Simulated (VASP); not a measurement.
# AlN (F-43m) in VASP: notebook

Aim: see how the results for AlN move with the level of theory and the settings. Levels: RPBE+D3(BJ), PBE, revPBE. Tasks: single point.

All numbers are computed with VASP 6.6.1; they aren't measurements. Logs are shortened: lines on timing, memory, paths and dates and some standing lists are left out, and cuts for length are marked.

### 1 The cell of the first run

The structure is cubic, space group F-43m (No. 216). The conventional cell has a = 4.277 Å, b = 4.277 Å, c = 4.277 Å, α = 90.00°, β = 90.00°, γ = 90.00°. Al (site symmetry -43m) has 4 N at 1.85 Å within 2.5 Å. Within 2.5 Å of N (site symmetry -43m) lie 4 Al at 1.85 Å.

### 2 Single point, RPBE+D3(BJ)

The input, INCAR:

```
SYSTEM = AlN
PREC = Accurate
ENCUT = 520
EDIFF = 1E-6
ISMEAR = -1
SIGMA = 0.05
LREAL = .FALSE.
LASPH = .TRUE.
NELM = 60
ALGO = Normal
ISIF = 2
LWAVE = .FALSE.
LCHARG = .TRUE.
GGA = RP
IVDW = 12
LELF = .TRUE.
LVHAR = .TRUE.
NBANDS = 11
```

The input, KPOINTS:

```
Automatic mesh
0
G
  10 10 10
  0 0 0
```

The input, POSCAR:

```
AlN
1.0
    0.0000000000      2.1386182497      2.1386182497
    2.1386182497      0.0000000000      2.1386182497
    2.1386182497      2.1386182497      0.0000000000
Al N
1 1
Direct
    0.0000000000      0.0000000000      0.0000000000
    0.2500000000      0.2500000000      0.2500000000
```

Potentials or basis: VASP PAW PBE potentials, release 64 (Al, N).

Launch:

```sh
> cat potpaw_PBE.64/Al/POTCAR potpaw_PBE.64/N/POTCAR > POTCAR
> mpirun -np 1 vasp_std > vasp.out
```

OUTCAR:

```text
SYSTEM = AlN
   PREC = Accurate
   ENCUT = 520
   EDIFF = 1E-6
   ISMEAR = -1
   LREAL = .FALSE.
   LASPH = .TRUE.
   NELM = 60
   ISIF = 2
   GGA = RP
   IVDW = 12
 IVDW          = 12

 ion  position               nearest neighbor table
   1  0.000  0.000  0.000-   2 1.85   2 1.85   2 1.85   2 1.85
   2  0.250  0.250  0.250-   1 1.85   1 1.85   1 1.85   1 1.85

  LATTYP: Found a face centered cubic cell.
 ALAT       =     4.2772364994

  Lattice vectors:

 A1 = (   0.0000000000,   2.1386182497,   2.1386182497)
 A2 = (   2.1386182497,   0.0000000000,   2.1386182497)
 A3 = (   2.1386182497,   2.1386182497,   0.0000000000)

Analysis of symmetry for initial positions (statically):
=====================================================================
 Subroutine PRICEL returns:
 Original cell was already a primitive cell.

 Routine SETGRP: Setting up the symmetry group for a
 face centered cubic supercell.

 Subroutine GETGRP returns: Found 24 space group operations
 (whereof 24 operations were pure point group operations)
 out of a pool of 48 trial point group operations.

The static configuration has the point symmetry T_d .

Analysis of symmetry for dynamics (positions and initial velocities):
=====================================================================
 Subroutine PRICEL returns:
 Original cell was already a primitive cell.

 Routine SETGRP: Setting up the symmetry group for a
 face centered cubic supercell.

 Subroutine GETGRP returns: Found 24 space group operations
 (whereof 24 operations were pure point group operations)
 out of a pool of 48 trial point group operations.

The dynamic configuration has the point symmetry T_d .

 Subroutine INISYM returns: Found 24 space group operations
 (whereof 24 operations are pure point group operations),
 and found     1 'primitive' translations

----------------------------------------------------------------------------------------

                                     Primitive cell

  volume of cell :      19.5627

  direct lattice vectors                    reciprocal lattice vectors
     0.000000000  2.138618250  2.138618250    -0.233795817  0.233795817  0.233795817
     2.138618250  0.000000000  2.138618250     0.233795817 -0.233795817  0.233795817
     2.138618250  2.138618250  0.000000000     0.233795817  0.233795817 -0.233795817

  length of vectors
     3.024462933  3.024462933  3.024462933     0.404946233  0.404946233  0.404946233

  position of ions in fractional coordinates (direct lattice)
     0.000000000  0.000000000  0.000000000
     0.250000000  0.250000000  0.250000000

  ion indices of the primitive-cell ions
   primitive index   ion index
                 1           1
                 2           2

----------------------------------------------------------------------------------------

 KPOINTS: Automatic mesh

Automatic generation of k-mesh.
 Grid dimensions read from file:
 generate k-points for:   10   10   10

 Generating k-lattice:

  Cartesian coordinates                     Fractional coordinates (reciprocal lattice)
    -0.023379582  0.023379582  0.023379582     0.100000000  0.000000000  0.000000000
     0.023379582 -0.023379582  0.023379582     0.000000000  0.100000000  0.000000000
     0.023379582  0.023379582 -0.023379582     0.000000000  0.000000000  0.100000000

  Length of vectors
     0.040494623  0.040494623  0.040494623

  Shift w.r.t. Gamma in fractional coordinates (k-lattice)
     0.000000000  0.000000000  0.000000000

 Subroutine IBZKPT returns following result:
 ===========================================

 Found     47 irreducible k-points:

 Following reciprocal coordinates:
            Coordinates               Weight
  0.000000  0.000000  0.000000      1.000000
  0.100000  0.000000  0.000000      8.000000
  0.200000  0.000000  0.000000      8.000000
  0.300000  0.000000  0.000000      8.000000
  0.400000  0.000000  0.000000      8.000000
  0.500000  0.000000  0.000000      4.000000
[... 16 lines left out ...]
  0.300000  0.300000  0.000000      6.000000
  0.400000  0.300000  0.000000     24.000000
 [... further k-points ...]
   k-points           NKPTS =     47   k-points in BZ     NKDIM =     47   number of bands    NBANDS=     11
   number of dos      NEDOS =    301   number of ions     NIONS =      2
   total plane-waves  NPLWV =  13824
   dimension x,y,z NGX =    24 NGY =   24 NGZ =   24
   dimension x,y,z NGXF=    48 NGYF=   48 NGZF=   48
   ions per type =               1   1
   NGX,Y,Z   is equivalent  to a cutoff of  13.19, 13.19, 13.19 a.u.
   NGXF,Y,Z  is equivalent  to a cutoff of  26.38, 26.38, 26.38 a.u.
 SYSTEM =  AlN
   PREC   = accura    normal or accurate (medium, high low for compatibility)
   ISTART =      0    job   : 0-new  1-cont  2-samecut
   ICHARG =      2    charge: 1-file 2-atom 10-const
   ISPIN  =      1    spin polarized calculation?
   LNONCOLLINEAR =      F non collinear calculations
   LSORBIT =      F    spin-orbit coupling
   LASPH  =      T    aspherical Exc in radial PAW
   ENCUT  =  520.0 eV  38.22 Ry    6.18 a.u.   5.62  5.62  5.62*2*pi/ulx,y,z
   NELM   =     60;   NELMIN=  2; NELMDL= -5     # of ELM steps
   EDIFF  = 0.1E-05   stopping-criterion for ELM
   LREAL  =      F    real-space projection
   EDIFFG = 0.1E-04   stopping-criterion for IOM
   NSW    =      0    number of steps for IOM
   IBRION =     -1    ionic relax: 0-MD 1-quasi-New 2-CG
   NFREE  =      0    steps in history (QN), initial steepest desc. (CG)
   ISIF   =      2    stress and relaxation
   ISYM   =      2    0-nonsym 1-usesym 2-fastsym
   POTIM  = 0.5000    time-step for ionic-motion
   TEBEG  =    0.0;   TEEND  =   0.0 temperature during run
   PSTRESS=    0.0 pullay stress
   NELECT =       8.0000    total number of electrons
   NUPDOWN=      -1.0000    fix difference up-down
   EMIN   =  10.00;   EMAX   =-10.00  energy-range for DOS
   EFERMI =   0.00;   METHOD = LEGACY
   ISMEAR =    -1;   SIGMA  =   0.05  broadening in eV -4-tet -1-fermi 0-gaus
   EFERMI_NEDOS =   21; number of points for ismear=-14 and -15
   IALGO  =     38    algorithm
   IMIX   =      4    mixing-type and parameters
     AMIX     =   0.40;   BMIX     =  1.00
     AMIX_MAG =   1.60;   BMIX_MAG =  1.00
  volume/ion in A,a.u.               =       9.78        66.01
  Fermi-wavevector in a.u.,A,eV,Ry     =   1.215145  2.296292 20.090066  1.476578
  Thomas-Fermi vector in A             =   2.350542
   LORBIT       =      0    0 simple, 1 ext, 2 COOP (PROOUT), +10 PAW based schemes
   GGA     = RP    functional components
   LHFCALC =     F    Hartree Fock is set to
   AEXX    =    0.0000 exact exchange contribution
   IVDW    =    12    specifies the selected vdW correction
   LEPSILON=     F    determine dielectric tensor
   LRPA    =     F    only Hartree local field effects (RPA)
 non-spin polarized calculation
  energy-cutoff  :      520.00
  volume of cell :       19.56
 maximum number of plane-waves:       544
   NGX = 11   NGY = 11   NGZ = 11

 number of electron       7.9999998 magnetization

 Free energy of the ion-electron system (eV)
  ---------------------------------------------------
  ext. energy  EPLUGINS =         0.00000000
  ---------------------------------------------------
  free energy    TOTEN  =       -13.99204200 eV

  energy without entropy =      -13.99204200  energy(sigma->0) =      -13.99204200

 E-fermi :   7.8293     XC(G=0): -11.0889

 val. band max:        6.6906002330   @ k =   0.0000   0.0000   0.0000
 cond. band min:      10.0823482258   @ k =   0.5000   0.5000   0.0000
 fundamental gap:      3.3917479928
 Fermi energy:         7.8292649711

 k-point     1 :       0.0000    0.0000    0.0000
  band No.  band energies     occupation
      1      -8.7036      2.00000
      2       6.6906      2.00000
      3       6.6906      2.00000
      4       6.6906      2.00000
      5      11.4889      0.00000
      6      19.9975      0.00000
      7      19.9975      0.00000
      8      19.9975      0.00000
      9      24.9113      0.00000
     10      24.9113      0.00000
     11      26.4943      0.00000

 k-point     2 :       0.1000    0.0000    0.0000
  band No.  band energies     occupation
      1      -8.5473      2.00000
      2       5.8793      2.00000
      3       6.6391      2.00000
      4       6.6391      2.00000
      5      12.1358      0.00000
      6      19.6063      0.00000
      7      20.1395      0.00000
      8      20.1395      0.00000
      9      23.6211      0.00000
     10      23.6211      0.00000
     11      25.6867      0.00000

 k-point     3 :       0.2000    0.0000    0.0000
  band No.  band energies     occupation
      1      -8.1014      2.00000
      2       4.2272      2.00000
      3       6.5104      2.00000
      4       6.5104      2.00000
      5      13.2658      0.00000
      6      18.7770      0.00000
      7      19.9964      0.00000
      8      19.9964      0.00000
      9      23.1371      0.00000
     10      23.1371      0.00000
     11      24.8474      0.00000

 k-point     4 :       0.3000    0.0000    0.0000
  band No.  band energies     occupation
      1      -7.4502      2.00000
      2       2.5041      2.00000
      3       6.3626      2.00000
      4       6.3626      2.00000
      5      14.1275      0.00000
      6      17.9441      0.00000
      7      19.2076      0.00000
      8      19.2076      0.00000
      9      24.3490      0.00000
     10      24.3490      0.00000
     11      24.7636      0.00000
[... 239 lines left out ...]
 k-point    22 :      -0.2000    0.2000    0.0000
  band No.  band energies     occupation
      1      -7.2365      2.00000
      2       2.8291      2.00000
      3       4.9473      2.00000
      4       6.4432      2.00000
      5      14.7774      0.00000
      6      17.2151      0.00000
      7      18.8277      0.00000
      8      19.7276      0.00000
      9      22.3056      0.00000
     10      26.0884      0.00000
     11      28.8603      0.00000

 k-point    23 :       0.3000    0.3000    0.0000
  band No.  band energies     occupation
      1      -7.0467      2.00000
      2       3.1029      2.00000
      3       5.4145      2.00000
      4       5.4145      2.00000
      5      12.2679      0.00000
      6      16.9192      0.00000
      7      19.3995      0.00000
      8      22.0450      0.00000
      9      22.0450      0.00000
     10      27.7371      0.00000
     11      31.6283      0.00000

 k-point    24 :       0.4000    0.3000    0.0000
  band No.  band energies     occupation
      1      -6.5447      2.00000
      2       2.4293      2.00000
      3       4.9367      2.00000
      4       5.2470      2.00000
      5      11.7908      0.00000
      6      16.7423      0.00000
      7      19.8470      0.00000
      8      22.0942      0.00000
      9      22.6668      0.00000
     10      28.7933      0.00000
     11      31.4053      0.00000

 [... further k-points ...]

------------------------ aborting loop because EDIFF is reached ----------------------------------------

 Edisp (eV)   -2.43316

 E8    (eV) :    -1.4513

  FORCE on cell =-STRESS in cart. coord.  units (eV):
  Direction    XX          YY          ZZ          XY          YZ          ZX
  --------------------------------------------------------------------------------------
  -------------------------------------------------------------------------------------
  Total      -0.07122    -0.07122    -0.07122    -0.00000    -0.00000     0.00000
  in kB      -5.83273    -5.83273    -5.83273    -0.00000    -0.00000     0.00000
  external pressure =       -5.83 kB  Pullay stress =        0.00 kB

 VOLUME and BASIS-vectors are now :
 -----------------------------------------------------------------------------
  energy-cutoff  :      520.00
  volume of cell :       19.56
      direct lattice vectors                 reciprocal lattice vectors
     0.000000000  2.138618250  2.138618250    -0.233795817  0.233795817  0.233795817
     2.138618250  0.000000000  2.138618250     0.233795817 -0.233795817  0.233795817
     2.138618250  2.138618250  0.000000000     0.233795817  0.233795817 -0.233795817

 POSITION                                       TOTAL-FORCE (eV/Angst)
 -----------------------------------------------------------------------------------
      0.00000      0.00000      0.00000        -0.000000     -0.000000     -0.000000
      1.06931      1.06931      1.06931         0.000000      0.000000      0.000000
 -----------------------------------------------------------------------------------
    total drift:                                0.000000      0.000000      0.000000

  FREE ENERGIE OF THE ION-ELECTRON SYSTEM (eV)
  ---------------------------------------------------
  free  energy   TOTEN  =       -16.4252036157 eV

  energy  without entropy=      -16.4252036157  energy(sigma->0) =      -16.42520362
```

Run time: 8.1 s. Hardware: 1 thread of Intel Xeon 6975P-C, shared host; peak memory 0.15 GiB.

What came out:

```
Free energy                : -16.4252 eV
Pressure                   : -0.6 GPa
Band gap on the k mesh     : 3.39 eV, indirect (least direct gap 4.80 eV)
Dispersion energy per atom : -1.217 eV
```

Caveat: the PAW data sets were made with another functional, which shifts forces and pressure a little. A hybrid or GW would open this gap; RPBE tends to underestimate it.

### 3 Single point, PBE

This run uses another cell than the first one, of 10.42 Å³/atom, 1.065 times its volume.

The input, INCAR:

```
  PREC = Accurate
  ENCUT = 520
  EDIFF = 1E-6
  ISMEAR = 0
  SIGMA = 0.027000000000000003
  LREAL = False
  LASPH = True
  NELM = 100
  ALGO = Normal
  ISIF = 2
  LWAVE = False
  LCHARG = True
  GGA = PE
  LELF = True
  LVHAR = True
  NBANDS = 11
```

The input, KPOINTS:

```
Automatic mesh
0
Gamma
  10 10 10
```

The input, POSCAR:

```
AlN
1.0
    0.0000000000      2.1839935596      2.1839935596
    2.1839935596      0.0000000000      2.1839935596
    2.1839935596      2.1839935596      0.0000000000
Al N
1 1
Direct
    0.0000000000      0.0000000000      0.0000000000
    0.2500000000      0.2500000000      0.2500000000
```

Potentials or basis: VASP PAW PBE potentials, release 64 (Al, N).

Launch:

```sh
> cat potpaw_PBE.64/Al/POTCAR potpaw_PBE.64/N/POTCAR > POTCAR
> mpirun -np 1 vasp_std > vasp.out
```

It took 9.3 s on 1 thread of Intel Xeon 6975P-C, shared host; peak memory 0.14 GiB.

Results (log left out):

| Item | Value |
| --- | --- |
| Free energy | -14.8404 eV |
| Pressure | 4.6 GPa |
| Band gap on the k mesh | 3.32 eV, indirect (least direct gap 4.20 eV) |

Levels at points of the mesh, in eV from the valence-band top:
```csv
k point,band 2,band 3,band 4,band 5,band 6,band 7
"(0.00, 0.00, 0.00)",0.00,0.00,0.00,4.20,12.56,12.56
"(0.50, 0.00, 0.00)",-5.85,-0.48,-0.48,7.38,9.86,11.15
"(0.50, 0.50, 0.00)",-4.90,-1.77,-1.77,3.32,8.62,13.96
```

A k mesh can miss the band edges. A hybrid or GW would open this gap; PBE tends to underestimate it.

### 4 Single point, revPBE

This run uses another cell than the first one, of 10.42 Å³/atom, 1.065 times its volume.

The input, INCAR:

```
SYSTEM = AlN
PREC = Accurate ; ENCUT = 520
EDIFF = 1E-7 ; ISMEAR = -1
SIGMA = 0.05 ; LREAL = .False.
LASPH = .True. ; NELM = 100
ALGO = Normal ; ISIF = 2
LWAVE = .False. ; LCHARG = .True.
GGA = RE ; LELF = .True.
LVHAR = .True. ; NBANDS = 11
```

The input, KPOINTS:

```
regular mesh
0
Gamma
  10 10 10
  0 0 0
```

POSCAR is that of step 3.

Launch:

```sh
> cat potpaw_PBE.64/Al/POTCAR potpaw_PBE.64/N/POTCAR > POTCAR
> mpirun -np 1 vasp_std > vasp.out
```

It took 11 s on 1 thread of Intel Xeon 6975P-C, shared host; peak memory 0.14 GiB.

Results (log left out):

```
Free energy            : -14.2301 eV
Pressure               : 7.1 GPa
Band gap on the k mesh : 3.35 eV, indirect (least direct gap 4.22 eV)
```

Levels at points of the mesh, in eV from the valence-band top:
```tsv
k point	band 2	band 3	band 4	band 5	band 6	band 7
(0.00, 0.00, 0.00)	0.00	0.00	0.00	4.22	12.64	12.64
(0.50, 0.00, 0.00)	-5.83	-0.48	-0.48	7.45	9.91	11.20
(0.50, 0.50, 0.00)	-4.88	-1.76	-1.76	3.35	8.70	14.06
```

Caveat: the PAW data sets were made with another functional, which shifts forces and pressure a little. A k mesh can miss the band edges.

### 5 Overview

| level | cell | smearing | gap on the mesh (eV) | pressure (GPa) |
| --- | --- | --- | --- | --- |
| RPBE+D3(BJ) | a = 3.024 Å, angles 60.0°, 2 atoms | fermi-dirac 0.05 eV | 3.39 | -0.6 |
| PBE | a = 3.089 Å, angles 60.0°, 2 atoms | gaussian 0.027 eV | 3.32 | 4.6 |
| revPBE | a = 3.089 Å, angles 60.0°, 2 atoms | fermi-dirac 0.05 eV | 3.35 | 7.1 |

Alike in all rows: task single point; potentials or basis VASP PAW PBE potentials, release 64 (Al, N); no spin polarisation; k mesh 10 × 10 × 10; cutoff (eV) 520.

Caveats: the PAW data sets were made with another functional, which shifts forces and pressure a little (some runs).

Total energies depend on the potentials used, so only differences within one code and one set of settings carry meaning.
